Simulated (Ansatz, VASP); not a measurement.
One calculation of HgTe, two programs

File INCAR:

```
PREC = Accurate ; ENCUT = 520
EDIFF = 1E-7 ; ISMEAR = -1
SIGMA = 0.05 ; LREAL = False
LASPH = True ; NELM = 100
ALGO = Normal ; ISIF = 2
LWAVE = False ; LCHARG = False
GGA = CA ; NBANDS = 16
```

The input KPOINTS:

```
Automatic mesh
0
Gamma
  12 12 12
```

POSCAR

```
HgTe
1.0
    0.0000000000      2.8483856431      2.8483856431
    2.8483856431      0.0000000000      2.8483856431
    2.8483856431      2.8483856431      0.0000000000
Hg Te
1 1
Direct
    0.0000000000      0.0000000000      0.0000000000
    0.5000000000      0.5000000000      0.5000000000
```

Input for Ansatz:

```yaml
crystal:
  lattice:
    - [0.0, 2.8483856431, 2.8483856431]
    - [2.8483856431, 0.0, 2.8483856431]
    - [2.8483856431, 2.8483856431, 0.0]
  atoms:
    - { symbol: Hg, position: [0.0, 0.0, 0.0] }
    - { symbol: Te, position: [0.5, 0.5, 0.5] }
kpoints:
  mp_grid: { grid: [12, 12, 12] }
scf:
  occupations: { method: fermi_dirac, width: 0.05 }
hamiltonian:
  xc: lda
  pseudopotentials: { kind: paw }
output:
  forces: true
  stress: true
  eigenvalues: true
  populations: true
  write_density: true
  write_potential: true
  elf: true
  volumetric_format: npy
```

Change from the starting cell: volume scaled by 0.88, PAW files.

Alike in both runs: task single point; functional LDA; k mesh 12 × 12 × 12; occupations fermi-dirac, width 0.05 eV; no spin polarisation.

|  | VASP | Ansatz |
| --- | --- | --- |
| version | VASP 6.6.1 | Ansatz 0.2.0 |
| potentials or method | VASP PAW LDA potentials, release 64 (Hg, Te) | PAW with Ansatz's default frozen-core files, scalar-relativistic |
| plane-wave cutoff (eV) | 520 | 420 |
| valence electrons in the cell | 18 | 36 |

Ansatz gave:

| Quantity | Value |
| --- | --- |
| pressure (GPa) | 11.7 |

Question: Which values does VASP return?

Answer: Pressure (GPa): 12.5.

LDA's correlation is that of Perdew and Zunger in VASP and of Perdew and Wang (1992) in Ansatz. VASP's potentials hold 18 valence electrons a cell and Ansatz's 36, so a difference there can come from the potentials and not from the codes.

Spin-orbit coupling is off throughout.
